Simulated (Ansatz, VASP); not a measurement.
## Two plane-wave programs on Si2W

```
CELL_PARAMETERS angstrom
-1.62742 1.62742 3.95414
1.62742 -1.62742 3.95414
1.62742 1.62742 -3.95414
ATOMIC_POSITIONS crystal
Si 0.33551 0.33551 0.00000
Si 0.66449 0.66449 0.00000
W 0.00000 0.00000 0.00000
```

Alike in both runs: functional r2SCAN; k mesh 13 × 13 × 13; occupations fermi-dirac, width 0.1 eV; no spin polarisation.

Ansatz relaxed the structure, and its values are those at the end. VASP's run is a single point on that final structure, the one shown.

|  | VASP | Ansatz |
| --- | --- | --- |
| version | VASP 6.6.1 | Ansatz 0.2.0 |
| potentials or method | VASP PAW PBE potentials, release 64 (Si, W_sv), cutoff 520 eV | PAW plane waves |
| valence electrons in the cell | 22 | 22 |

```tsv
	VASP	Ansatz	Ansatz less VASP
pressure (GPa)	-8.4	-8.5	-0.10
rms of the force components (eV/Å)	0.001	0.004	+0.0026
```

VASP's potentials were made for PBE, not for r2SCAN. Ansatz's warnings: stress scf threshold loose.

Spin-orbit coupling is off throughout.
